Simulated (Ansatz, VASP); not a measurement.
**Two plane-wave programs on CaSe**

Contents of INCAR:

```
ALGO = Normal ; EDIFF = 1E-6
ENCUT = 520 ; GGA = PE
ISIF = 2 ; ISMEAR = 0
LASPH = True ; LCHARG = True
LELF = True ; LREAL = False
LVHAR = True ; LWAVE = False
NBANDS = 15 ; NELM = 60
PREC = Accurate ; SIGMA = 0.1
```

File KPOINTS:

```
k-points
0
Gamma
  4 4 4
```

File POSCAR:

```
CaSe
1.0
    0.0000000000      2.9702381052      2.9702381052
    2.9702381052      0.0000000000      2.9702381052
    2.9702381052      2.9702381052      0.0000000000
Ca Se
1 1
Direct
    0.0000000000      0.0000000000      0.0000000000
    0.5000000000      0.5000000000      0.5000000000
```

Input for Ansatz:

```yaml
crystal:
  lattice:
    - [0.0, 2.9702381052, 2.9702381052]
    - [2.9702381052, 0.0, 2.9702381052]
    - [2.9702381052, 2.9702381052, 0.0]
  atoms:
    - { symbol: Ca, position: [0.0, 0.0, 0.0] }
    - { symbol: Se, position: [0.5, 0.5, 0.5] }
basis:
  ecutwfc: 420
kpoints:
  mp_grid: { grid: [4, 4, 4] }
hamiltonian:
  xc: pbe
scf:
  occupations: { method: gaussian, width: 0.1 }
output:
  forces: true
  stress: true
  eigenvalues: true
```

Alike in both runs: task single point; functional PBE; k mesh 4 × 4 × 4; occupations gaussian, width 0.1 eV; no spin polarisation.

|  | VASP | Ansatz |
| --- | --- | --- |
| version | VASP 6.6.1 | Ansatz 0.2.0 |
| potentials or method | VASP PAW PBE potentials, release 64 (Ca_sv, Se), cutoff 520 eV | scalar-relativistic, plane waves, PAW |
| valence electrons in the cell | 16 | 26 |

Ansatz gave:

| Quantity | Value |
| --- | --- |
| gap on the k mesh at the Fermi level (eV) | 2.05 |
| least direct gap on the mesh (eV) | 2.98 |
| pressure (GPa) | 0.5 |

Q: What did VASP give for the same quantities?

A: gap on the k mesh at the Fermi level (eV): 2.04; least direct gap on the mesh (eV): 2.97; pressure (GPa): 0.7.

The functional is the same, so the differences come from potentials, cutoffs and numerics. VASP's potentials hold 16 valence electrons a cell and Ansatz's 26, so a difference there can come from the potentials and not from the codes.

The k mesh is coarse, so the values compare programs but aren't converged.
